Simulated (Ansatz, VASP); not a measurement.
BaHfO3: VASP beside Ansatz

POSCAR

```
BaHfO3
1.0
    4.1770587708      0.0000000000      0.0000000000
    0.0000000000      4.1770587708      0.0000000000
    0.0000000000      0.0000000000      4.1770587708
Ba Hf O
1 1 3
Direct
    0.0000000000      0.0000000000      0.0000000000
    0.5000000000      0.5000000000      0.5000000000
    0.5000000000      0.5000000000      0.0000000000
    0.5000000000      0.0000000000      0.5000000000
    0.0000000000      0.5000000000      0.5000000000
```

The input INCAR.step1:

```
  PREC = Accurate
  ENCUT = 520
  ISMEAR = 0
  SIGMA = 0.01
  LREAL = False
  LASPH = True
  NELM = 150
  MAGMOM = 0 0 0 0 0 0 0 0 0 0 0 0 0 0 0
  LSORBIT = True
  GGA_COMPAT = False
  LMAXMIX = 4
  NBANDS = 53
  GGA = PE
  ALGO = Normal
  EDIFF = 1E-4
  LWAVE = True
  LCHARG = False
```

The input INCAR.step2:

```
  PREC = Accurate
  ENCUT = 520
  EDIFF = 1E-6
  ISMEAR = 0
  SIGMA = 0.01
  LREAL = False
  LASPH = True
  NELM = 150
  ALGO = Normal
  ISIF = 2
  LWAVE = False
  LCHARG = True
  MAGMOM = 0 0 0 0 0 0 0 0 0 0 0 0 0 0 0
  LORBIT = 11
  LSORBIT = True
  GGA_COMPAT = False
  LORBMOM = True
  LMAXMIX = 4
  METAGGA = R2SCAN
  LMIXTAU = True
  LVHAR = True
  NBANDS = 53
  ISTART = 1
```

KPOINTS

```
Automatic mesh
0
Gamma
  6 6 6
```

Input for Ansatz:

```yaml
crystal:
  lattice:
    - [4.1770587708, 0.0, 0.0]
    - [0.0, 4.1770587708, 0.0]
    - [0.0, 0.0, 4.1770587708]
  atoms:
    - { symbol: Ba, position: [0.0, 0.0, 0.0] }
    - { symbol: Hf, position: [0.5, 0.5, 0.5] }
    - { symbol: O, position: [0.5, 0.5, 0.0] }
    - { symbol: O, position: [0.5, 0.0, 0.5] }
    - { symbol: O, position: [0.0, 0.5, 0.5] }
kpoints:
  mp_grid: { grid: [6, 6, 6] }
  band_path:
    path: [[0.0, 0.0, 0.0], [0.0, 0.5, 0.0], [0.5, 0.5, 0.0], [0.5, 0.5, 0.5]]
    npoints: 1
hamiltonian:
  xc: r2scan
scf:
  occupations: { method: fixed }
  n_extra_bands: 10
magnetization:
  noncollinear: true
  spin_orbit: true
output:
  forces: true
  stress: true
  eigenvalues: true
```

Alike in both runs: task single point; functional r2SCAN; k mesh 6 × 6 × 6; non-collinear spin, spin-orbit coupling.

```csv
,VASP,Ansatz
version,VASP 6.6.1,Ansatz 0.2.0
potentials or method,"VASP PAW PBE potentials, release 64 (Ba_sv, Hf_pv, O)","plane waves, PAW"
plane-wave cutoff (eV),520,500
occupations,"gaussian, width 0.01 eV",fixed
valence electrons in the cell,38,54
```

|  | VASP | Ansatz | Ansatz less VASP |
| --- | --- | --- | --- |
| pressure (GPa) | -0.6 | -0.2 | +0.47 |
| net moment per atom (μB) | 0.00 | 0.00 | 0.000 |

VASP's potentials were made for PBE, not for r2SCAN. VASP's potentials hold 38 valence electrons a cell and Ansatz's 54, so a difference there can come from the potentials and not from the codes.
